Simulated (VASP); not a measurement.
Input of a VASP 6.6.1 run:

File INCAR:

```
SYSTEM = HfO2
PREC = Accurate ; ENCUT = 600
EDIFF = 1E-6 ; ISMEAR = 0
SIGMA = 0.01 ; LREAL = .FALSE.
LASPH = .TRUE. ; NELM = 120
ALGO = Normal ; ISIF = 2
LWAVE = .FALSE. ; LCHARG = .FALSE.
GGA = PE ; NBANDS = 18
GGA_COMPAT = .FALSE.
```

KPOINTS

```
regular mesh
0
G
  2 2 2
  0 0 0
```

Contents of POSCAR:

```
HfO2
1.0
    0.0000000000      2.4655750000      2.4655750000
    2.4655750000      0.0000000000      2.4655750000
    2.4655750000      2.4655750000      0.0000000000
Hf O
1 2
Direct
    0.0000000000      0.0000000000      0.0000000000
    0.2650000000      0.2500000000      0.2400000000
    0.7433435000      0.7444094500      0.7093507400
```

Potentials or basis: VASP PAW PBE potentials, release 64 (Hf_pv, O).

The run is started by

```bash
$ cat potpaw_PBE.64/Hf_pv/POTCAR potpaw_PBE.64/O/POTCAR > POTCAR
$ mpirun -np 1 vasp_std > vasp.out
```

**Question.** Predict the band gap on the k mesh.

**Answer.** 3.83 eV, indirect (least direct gap 3.84 eV).

**Question.** What does it give for the pressure?

**Answer.** 33.7 GPa.

**Question.** What does it give for the largest force?

**Answer.** 1.908 eV/Å.

Stress tensor (GPa, compression positive):
```
33.36 -3.33 -9.66
-3.33 34.41 -6.55
-9.66 -6.55 33.23
```

Caveat: the k points lie up to 1.10 Å⁻¹ apart; spin-orbit coupling is left out, which moves the levels of the heavy elements; forces of over 1 eV/Å act on the atoms, so gaps and moduli don't describe the material at rest. A k mesh can miss the band edges.
